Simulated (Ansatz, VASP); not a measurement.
**Si: VASP beside Ansatz**

```
CELL_PARAMETERS angstrom
0.00000 2.72212 2.72212
2.72212 0.00000 2.72212
2.72212 2.72212 0.00000
ATOMIC_POSITIONS crystal
Si 0.25000 0.25000 0.25000
Si 0.00000 0.00000 0.00000
```

Alike in both runs: task single point; functional PBE; k mesh 8 × 8 × 8; no spin polarisation.

|  | VASP | Ansatz |
| --- | --- | --- |
| version | VASP 6.6.1 | Ansatz 0.2.0 |
| potentials or method | VASP PAW PBE potentials, release 64 (Si) | plane waves, PAW |
| plane-wave cutoff (eV) | 520 | 420 |
| occupations | gaussian, width 0.01 eV | fixed |
| valence electrons in the cell | 8 | 8 |

VASP gave:

```
gap on the k mesh at the Fermi level (eV) : 0.63
pressure (GPa)                            : 1.2
```

Q: Which values does Ansatz return?

A: gap on the k mesh at the Fermi level (eV): 0.63; pressure (GPa): 1.3.
